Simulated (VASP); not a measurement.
Set up this calculation in VASP 6.6.1, as the native input.

* Task: single point
* Functional: r2SCAN
* Potentials or basis: VASP PAW PBE potentials, release 64 (Yb)
* Cutoff: 520 eV
* k mesh: 10 × 10 × 10
* Occupations: methfessel-paxton, width 0.2 eV
* Spin: no spin polarisation
* Dipole correction: no
* Further INCAR settings: ALGO = Normal; EDIFF = 1e-06; NBANDS = 18

Crystal: Yb.

```
Yb
1.0
     0.00000    2.60966    2.60966
     2.60966    0.00000    2.60966
     2.60966    2.60966    0.00000
Yb
1
Cartesian
  0.0000 0.0000 0.0000
```

One way to write it, as run:

POSCAR

```
Yb
1.0
    0.0000000000      2.6096620394      2.6096620394
    2.6096620394      0.0000000000      2.6096620394
    2.6096620394      2.6096620394      0.0000000000
Yb
1
Direct
    0.0000000000      0.0000000000      0.0000000000
```

INCAR.step1

```
  PREC = Accurate
  ENCUT = 520
  ISMEAR = 1
  SIGMA = 0.2
  LREAL = F
  LASPH = T
  NELM = 100
  NBANDS = 18
  GGA = PE
  ALGO = Normal
  EDIFF = 1E-4
  LWAVE = T
  LCHARG = F
```

INCAR.step2

```
  PREC = Accurate
  ENCUT = 520
  EDIFF = 1E-6
  ISMEAR = 1
  SIGMA = 0.2
  LREAL = F
  LASPH = T
  NELM = 100
  ALGO = Normal
  ISIF = 2
  LWAVE = F
  LCHARG = F
  METAGGA = R2SCAN
  LMIXTAU = T
  NBANDS = 18
  ISTART = 1
```

KPOINTS

```
regular mesh
0
Gamma
  10 10 10
```

Potentials or basis: VASP PAW PBE potentials, release 64 (Yb).

The run is started by

```console
$ cat potpaw_PBE.64/Yb/POTCAR > POTCAR
$ cp INCAR.step1 INCAR
$ mpirun -np 1 vasp_std > vasp.out
$ cp INCAR.step2 INCAR
$ mpirun -np 1 vasp_std > vasp.out
```

Results of the run:

| Item | Value |
| --- | --- |
| Pressure | -0.8 GPa |

Caveat: the PAW data sets were made with another functional, which shifts forces and pressure a little.

Run time: 13 min on 1 thread of AMD EPYC 7R43 64-Core Processor (Zen 3), on a shared host, peak memory 0.17 GiB.
